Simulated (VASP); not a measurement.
# NiO in VASP: a series of runs

The runs below take NiO through single point, relaxation of shape and atoms at fixed volume, with PBE.

All numbers are computed with VASP 6.6.1; they aren't measurements. Logs are shortened: lines on timing, memory, paths and dates and some standing lists are left out, and cuts for length are marked.

**What was measured.**

“Local correlations, non-local screening, multiplets, and band formation in NiO”, 2012, arxiv:1210.6675 quotes, for a bulk crystal of NiO: band gap 4.3 eV.

How close the calculation comes is told below.

## Step 1: The cell of the first run

Symmetry: Fm-3m, No. 225, cubic system. The conventional cell has a = 4.217 Å, b = 4.217 Å, c = 4.217 Å, α = 90.00°, β = 90.00°, γ = 90.00°. Within 2.8 Å of Ni (site symmetry m-3m) lie 6 O at 2.11 Å. Within 2.8 Å of O (site symmetry m-3m) lie 6 Ni at 2.11 Å.

## Step 2: Single point, PBE

File INCAR:

```
SYSTEM = NiO
PREC = Accurate
ENCUT = 520
EDIFF = 1E-6
ISMEAR = 0
SIGMA = 0.05
LREAL = .False.
LASPH = .True.
NELM = 100
ALGO = Normal
ISIF = 2
LWAVE = .False.
LCHARG = .False.
GGA = PE
NBANDS = 15
```

File KPOINTS:

```
Automatic mesh
0
Gamma
  14 14 14
  0 0 0
```

File POSCAR:

```
NiO
1.0
    0.0000000000      2.1084194095      2.1084194095
    2.1084194095      0.0000000000      2.1084194095
    2.1084194095      2.1084194095      0.0000000000
Ni O
1 1
Direct
    0.0000000000      0.0000000000      0.0000000000
    0.5000000000      0.5000000000      0.5000000000
```

Potentials or basis: VASP PAW PBE potentials, release 64 (Ni, O).

Run with:

```console
$ cat potpaw_PBE.64/Ni/POTCAR potpaw_PBE.64/O/POTCAR > POTCAR
$ mpirun -np 1 vasp_std > vasp.out
```

OUTCAR:

```text
SYSTEM = NiO
   PREC = Accurate
   ENCUT = 520
   EDIFF = 1E-6
   ISMEAR = 0
   LREAL = .False.
   LASPH = .True.
   NELM = 100
   ISIF = 2
   GGA = PE

 ion  position               nearest neighbor table
   1  0.000  0.000  0.000-   2 2.11   2 2.11   2 2.11   2 2.11   2 2.11   2 2.11
   2  0.500  0.500  0.500-   1 2.11   1 2.11   1 2.11   1 2.11   1 2.11   1 2.11

  LATTYP: Found a face centered cubic cell.
 ALAT       =     4.2168388190

  Lattice vectors:

 A1 = (   0.0000000000,   2.1084194095,   2.1084194095)
 A2 = (   2.1084194095,   0.0000000000,   2.1084194095)
 A3 = (   2.1084194095,   2.1084194095,   0.0000000000)

Analysis of symmetry for initial positions (statically):
=====================================================================
 Subroutine PRICEL returns:
 Original cell was already a primitive cell.

 Routine SETGRP: Setting up the symmetry group for a
 face centered cubic supercell.

 Subroutine GETGRP returns: Found 48 space group operations
 (whereof 48 operations were pure point group operations)
 out of a pool of 48 trial point group operations.

The static configuration has the point symmetry O_h .

Analysis of symmetry for dynamics (positions and initial velocities):
=====================================================================
 Subroutine PRICEL returns:
 Original cell was already a primitive cell.

 Routine SETGRP: Setting up the symmetry group for a
 face centered cubic supercell.

 Subroutine GETGRP returns: Found 48 space group operations
 (whereof 48 operations were pure point group operations)
 out of a pool of 48 trial point group operations.

The dynamic configuration has the point symmetry O_h .

 Subroutine INISYM returns: Found 48 space group operations
 (whereof 48 operations are pure point group operations),
 and found     1 'primitive' translations

----------------------------------------------------------------------------------------

                                     Primitive cell

  volume of cell :      18.7457

  direct lattice vectors                    reciprocal lattice vectors
     0.000000000  2.108419410  2.108419410    -0.237144468  0.237144468  0.237144468
     2.108419410  0.000000000  2.108419410     0.237144468 -0.237144468  0.237144468
     2.108419410  2.108419410  0.000000000     0.237144468  0.237144468 -0.237144468

  length of vectors
     2.981755324  2.981755324  2.981755324     0.410746268  0.410746268  0.410746268

  position of ions in fractional coordinates (direct lattice)
     0.000000000  0.000000000  0.000000000
     0.500000000  0.500000000  0.500000000

  ion indices of the primitive-cell ions
   primitive index   ion index
                 1           1
                 2           2

[... 88 lines left out ...]
   IALGO  =     38    algorithm
   IMIX   =      4    mixing-type and parameters
     AMIX     =   0.40;   BMIX     =  1.00
     AMIX_MAG =   1.60;   BMIX_MAG =  1.00
  volume/ion in A,a.u.               =       9.37        63.25
  Fermi-wavevector in a.u.,A,eV,Ry     =   1.552915  2.934585 32.811082  2.411547
  Thomas-Fermi vector in A             =   2.657222
   LORBIT       =      0    0 simple, 1 ext, 2 COOP (PROOUT), +10 PAW based schemes
   GGA     = PE    functional components
   LHFCALC =     F    Hartree Fock is set to
   AEXX    =    0.0000 exact exchange contribution
   IVDW    =     0    specifies the selected vdW correction
   LEPSILON=     F    determine dielectric tensor
   LRPA    =     F    only Hartree local field effects (RPA)
 non-spin polarized calculation
 Gauss-broadening in eV      SIGMA  =   0.05
  energy-cutoff  :      520.00
  volume of cell :       18.75
 maximum number of plane-waves:       531
 NGX is ok and might be reduce to    24
   NGX = 11   NGY = 11   NGZ = 11

 number of electron      16.0000014 magnetization

 Free energy of the ion-electron system (eV)
  ---------------------------------------------------
  ext. energy  EPLUGINS =         0.00000000
  ---------------------------------------------------
  free energy    TOTEN  =       -11.36257404 eV

  energy without entropy =      -11.35945776  energy(sigma->0) =      -11.36101590

 E-fermi :   7.3974     XC(G=0): -12.5174

 val. band max:        7.3886933748   @ k =  -0.3571   0.2857   0.1429
 cond. band min:       7.4013725408   @ k =   0.2857   0.0714   0.0000
 fundamental gap:      0.0126791660
 Fermi energy:         7.3974231346

 k-point     1 :       0.0000    0.0000    0.0000
  band No.  band energies     occupation
      1     -12.7361      2.00000
      2       4.4531      2.00000
      3       4.4531      2.00000
      4       4.4531      2.00000
      5       5.6721      2.00000
      6       5.6721      2.00000
      7       5.6721      2.00000
      8       5.9747      2.00000
      9       5.9747      2.00000
     10       8.9426      0.00000
     11      25.2132      0.00000
     12      26.3425      0.00000
     13      26.3425      0.00000
     14      26.3425      0.00000
[... 401 lines left out ...]
      2       1.3701      2.00000
      3       3.0186      2.00000
      4       3.2577      2.00000
      5       5.6298      2.00000
      6       6.2437      2.00000
      7       6.4823      2.00000
      8       6.9588      2.00000
      9       7.5722      0.00000
     10      12.3471      0.00000
     11      19.9669      0.00000
     12      21.8201      0.00000
     13      23.6230      0.00000
     14      25.9494      0.00000
     15      31.4955      0.00000

 [... further k-points ...]

------------------------ aborting loop because EDIFF is reached ----------------------------------------

  FORCE on cell =-STRESS in cart. coord.  units (eV):
  Direction    XX          YY          ZZ          XY          YZ          ZX
  --------------------------------------------------------------------------------------
  -------------------------------------------------------------------------------------
  Total       -0.8785390     -0.8785390     -0.8785390      0.0000000     -0.0000000      0.0000000
  in kB      -75.0880140    -75.0880140    -75.0880140      0.0000000     -0.0000000      0.0000000
  external PRESSURE =     -75.0880140 kB  Pullay stress =       0.0000000 kB

 VOLUME and BASIS-vectors are now :
 -----------------------------------------------------------------------------
  energy-cutoff  :      520.00
  volume of cell :       18.75
      direct lattice vectors                 reciprocal lattice vectors
     0.000000000  2.108419410  2.108419410    -0.237144468  0.237144468  0.237144468
     2.108419410  0.000000000  2.108419410     0.237144468 -0.237144468  0.237144468
     2.108419410  2.108419410  0.000000000     0.237144468  0.237144468 -0.237144468

 POSITION                                       TOTAL-FORCE (eV/Angst)
 -----------------------------------------------------------------------------------
      0.00000      0.00000      0.00000         0.000000     -0.000000      0.000000
      2.10842      2.10842      2.10842        -0.000000      0.000000     -0.000000
 -----------------------------------------------------------------------------------
    total drift:                                0.000000     -0.000000     -0.000000

  FREE ENERGIE OF THE ION-ELECTRON SYSTEM (eV)
  ---------------------------------------------------
  free  energy   TOTEN  =       -11.3625740422 eV

  energy  without entropy=      -11.3594577626  energy(sigma->0) =      -11.36101590
```

OSZICAR:

```text
N       E                     dE             d eps       ncg     rms          rms(c)
DAV:   1     0.802029639031E+02    0.80203E+02   -0.76974E+03  3215   0.137E+03
DAV:   2    -0.923589241042E+01   -0.89439E+02   -0.78550E+02  3470   0.262E+02
DAV:   3    -0.135560146667E+02   -0.43201E+01   -0.42013E+01  3652   0.626E+01
DAV:   4    -0.135972429653E+02   -0.41228E-01   -0.41210E-01  3755   0.594E+00
DAV:   5    -0.135982048126E+02   -0.96185E-03   -0.96184E-03  3856   0.933E-01    0.125E+01
DAV:   6    -0.131248911285E+02    0.47331E+00   -0.13617E+01  3237   0.693E+01    0.154E+01
DAV:   7    -0.114360125180E+02    0.16889E+01   -0.68240E+00  3401   0.624E+01    0.464E+00
DAV:   8    -0.113650513299E+02    0.70961E-01   -0.40796E-01  3956   0.110E+01    0.175E+00
DAV:   9    -0.113634576124E+02    0.15937E-02   -0.30261E-02  3603   0.216E+00    0.285E-01
DAV:  10    -0.113626475760E+02    0.81004E-03   -0.42283E-03  3993   0.142E+00    0.105E-01
DAV:  11    -0.113625914180E+02    0.56158E-04   -0.55466E-04  4691   0.324E-01    0.583E-02
DAV:  12    -0.113625731513E+02    0.18267E-04   -0.50718E-05  4393   0.113E-01    0.565E-03
DAV:  13    -0.113625740422E+02   -0.89091E-06   -0.34391E-06  3657   0.202E-02
   1 F= -.11362574E+02 E0= -.11361016E+02  d E =-.311628E-02
```

Run time: 40 s. Hardware: 1 thread of Intel Xeon 8259CL, shared host; peak memory 0.16 GiB.

Results:

- Free energy: -11.3626 eV
- Pressure: -7.5 GPa
- Band gap on the k mesh: zero (bands 8 and 9 overlap by 2.70 eV)

Levels at points of the mesh, in eV from the Fermi level:
```csv
k point,band 4,band 5,band 6,band 7,band 8,band 9,band 10,band 11,band 12,band 13
"(0.00, 0.00, 0.00)",-2.94,-1.73,-1.73,-1.73,-1.42,-1.42,1.55,17.82,18.95,18.95
"(0.50, 0.00, 0.00)",-5.16,-0.95,-0.95,-0.60,1.28,1.28,5.67,9.85,14.09,14.09
"(0.50, 0.50, 0.00)",-4.17,-2.64,-1.05,-0.70,-0.70,-0.59,6.32,10.42,12.42,16.46
```

Caveat: the cell stands under tension; the run has no spin polarisation, though such a crystal can be magnetic; semilocal functionals often make such compounds metallic where correlation or magnetic order opens a gap, which also shifts bond lengths. Spin polarisation is off, so any magnetic state and its effect on volume and gap are missing.

## Step 3: Single point, PBE, collinear spin, ferromagnetic start (9.37 Å³/atom)

File INCAR:

```
PREC     = Accurate       # precision mode
ENCUT    = 520            # plane-wave cutoff, eV
EDIFF    = 1E-7           # SCF threshold, eV
ISMEAR   = 0              # smearing method
SIGMA    = 0.05           # smearing width, eV
LREAL    = F              # projectors in reciprocal space
LASPH    = T              # aspherical terms in the spheres
NELM     = 150            # most SCF steps
ALGO     = Normal         # electronic algorithm
ISIF     = 2              # what is computed and relaxed
LWAVE    = F              # write WAVECAR
LCHARG   = F              # write CHGCAR
ISPIN    = 2              # spin polarisation
MAGMOM   = 1.62 0         # initial moments
LORBIT   = 11             # projections on sites
LMAXMIX  = 4              # l up to which the mixer works
GGA      = PE             # functional
NBANDS   = 19             # bands
```

File KPOINTS:

```
regular mesh
0
Gamma
  14 14 14
```

POSCAR is that of step 2.

Potentials or basis: VASP PAW PBE potentials, release 64 (Ni, O).

Run with:

```console
$ cat potpaw_PBE.64/Ni/POTCAR potpaw_PBE.64/O/POTCAR > POTCAR
$ mpirun -np 1 vasp_std > vasp.out
```

It took 2.1 min on 1 thread of Intel Xeon 8259CL, shared host; peak memory 0.19 GiB.

The run converged. Its results:

```yaml
Free_energy: -11.4798 eV
Pressure: -0.5 GPa
Net_moment: 1.77 μB per cell
Site_moments: Ni +1.46; O +0.27 μB
Valence_electrons_inside_the_program's_atomic_spheres: Ni 8.93; O 4.97
```

Levels at points of the mesh, in eV from the Fermi level:
Spin up:
| k point | band 7 | band 8 | band 9 | band 10 | band 11 | band 12 |
| --- | --- | --- | --- | --- | --- | --- |
| (0.00, 0.00, 0.00) | -2.59 | -2.59 | -2.59 | 1.39 | 17.78 | 18.72 |
| (0.50, 0.00, 0.00) | -1.42 | 0.23 | 0.23 | 5.55 | 9.70 | 13.84 |
| (0.50, 0.50, 0.00) | -2.28 | -1.64 | -1.64 | 5.96 | 10.40 | 12.12 |
Spin down:
| k point | band 5 | band 6 | band 7 | band 8 | band 9 | band 10 |
| --- | --- | --- | --- | --- | --- | --- |
| (0.00, 0.00, 0.00) | -1.77 | -1.77 | -1.77 | -0.53 | -0.53 | 1.74 |
| (0.50, 0.00, 0.00) | -0.92 | -0.92 | -0.56 | 2.18 | 2.18 | 5.72 |
| (0.50, 0.50, 0.00) | -2.69 | -0.74 | -0.74 | -0.13 | 0.36 | 6.42 |

Caveat: a cell with one magnetic atom can't hold antiferromagnetic order, which such compounds often take; semilocal functionals often make such compounds metallic where correlation or magnetic order opens a gap, which also shifts bond lengths.

## Step 4: Single point, PBE, collinear spin, ferromagnetic start (9.42 Å³/atom)

This run uses another cell than the first one, of 9.42 Å³/atom.

File INCAR:

```
SYSTEM = NiO
  ALGO = Normal
  EDIFF = 1E-6
  ENCUT = 520
  GGA = PE
  ISIF = 2
  ISMEAR = 0
  ISPIN = 2
  LASPH = .True.
  LCHARG = .False.
  LMAXMIX = 4
  LORBIT = 11
  LREAL = .False.
  LWAVE = .False.
  MAGMOM = 1.54 0
  NBANDS = 19
  NELM = 150
  PREC = Accurate
  SIGMA = 0.05
```

File KPOINTS:

```
k-points
0
Gamma
  14 14 14
  0 0 0
```

File POSCAR:

```
NiO
1.0
    0.0000000000      2.1115829988      2.1115829988
    2.1115829988      0.0000000000      2.1115829988
    2.1115829988      2.1115829988      0.0000000000
Ni O
1 1
Direct
    0.0000000000      0.0000000000      0.0000000000
    0.5000000000      0.5000000000      0.5000000000
```

Potentials or basis: VASP PAW PBE potentials, release 64 (Ni, O).

Run with:

```console
$ cat potpaw_PBE.64/Ni/POTCAR potpaw_PBE.64/O/POTCAR > POTCAR
$ mpirun -np 1 vasp_std > vasp.out
```

OUTCAR:

```text
SYSTEM = NiO
   EDIFF = 1E-6
   ENCUT = 520
   GGA = PE
   ISIF = 2
   ISMEAR = 0
   ISPIN = 2
   LASPH = .True.
   LORBIT = 11
   LREAL = .False.
   NELM = 150
   PREC = Accurate

 ion  position               nearest neighbor table
   1  0.000  0.000  0.000-   2 2.11   2 2.11   2 2.11   2 2.11   2 2.11   2 2.11
   2  0.500  0.500  0.500-   1 2.11   1 2.11   1 2.11   1 2.11   1 2.11   1 2.11

  LATTYP: Found a face centered cubic cell.
 ALAT       =     4.2231659976

  Lattice vectors:

 A1 = (   0.0000000000,   2.1115829988,   2.1115829988)
 A2 = (   2.1115829988,   0.0000000000,   2.1115829988)
 A3 = (   2.1115829988,   2.1115829988,   0.0000000000)
[... 1270 lines left out ...]

 VOLUME and BASIS-vectors are now :
 -----------------------------------------------------------------------------
  energy-cutoff  :      520.00
  volume of cell :       18.83
      direct lattice vectors                 reciprocal lattice vectors
     0.000000000  2.111582999  2.111582999    -0.236789177  0.236789177  0.236789177
     2.111582999  0.000000000  2.111582999     0.236789177 -0.236789177  0.236789177
     2.111582999  2.111582999  0.000000000     0.236789177  0.236789177 -0.236789177

 POSITION                                       TOTAL-FORCE (eV/Angst)
 -----------------------------------------------------------------------------------
      0.00000      0.00000      0.00000         0.000000      0.000000     -0.000000
      2.11158      2.11158      2.11158        -0.000000     -0.000000      0.000000
 -----------------------------------------------------------------------------------
    total drift:                                0.000000     -0.000000     -0.000000

  FREE ENERGIE OF THE ION-ELECTRON SYSTEM (eV)
  ---------------------------------------------------
  free  energy   TOTEN  =       -11.4794589486 eV

  energy  without entropy=      -11.4779119329  energy(sigma->0) =      -11.47868544

 total charge

# of ion       s       p       d       tot
------------------------------------------
    1        0.322   0.380   8.223   8.925
    2        1.556   3.408   0.000   4.964
--------------------------------------------------
tot          1.878   3.788   8.223  13.889

 magnetization (x)

# of ion       s       p       d       tot
------------------------------------------
    1        0.011   0.014   1.439   1.465
    2        0.027   0.247   0.000   0.274
--------------------------------------------------
tot          0.038   0.261   1.439   1.739
```

stdout:

```text
POSCAR found type information on POSCAR NiO
 POSCAR found :  2 types and       2 ions
 scaLAPACK will be used
 LDA part: xc-table for (Slater+PW92), standard interpolation
 POSCAR, INCAR and KPOINTS ok, starting setup
 FFT: planning ... GRIDC
 FFT: planning ... GRID_SOFT
 FFT: planning ... GRID
 WAVECAR not read
 entering main loop
```

Wall time 1.9 min (1 thread of Intel Xeon 8259CL, shared host); peak memory 0.19 GiB.

Results:

```yaml
Free_energy: -11.4795 eV
Pressure: -1.4 GPa
Net_moment: 1.78 μB per cell
Site_moments: Ni +1.47; O +0.27 μB
Valence_electrons_inside_the_program's_atomic_spheres: Ni 8.93; O 4.96
```

Caveat: a cell with one magnetic atom can't hold antiferromagnetic order, which such compounds often take; semilocal functionals often make such compounds metallic where correlation or magnetic order opens a gap, which also shifts bond lengths. With open d or f shells a metallic result of PBE can be an artefact of self-interaction; +U or a hybrid may open a gap.

(Continued in part 2 of 2.)

The gap in the log of VASP goes by the Fermi energy; the results here count the filled bands.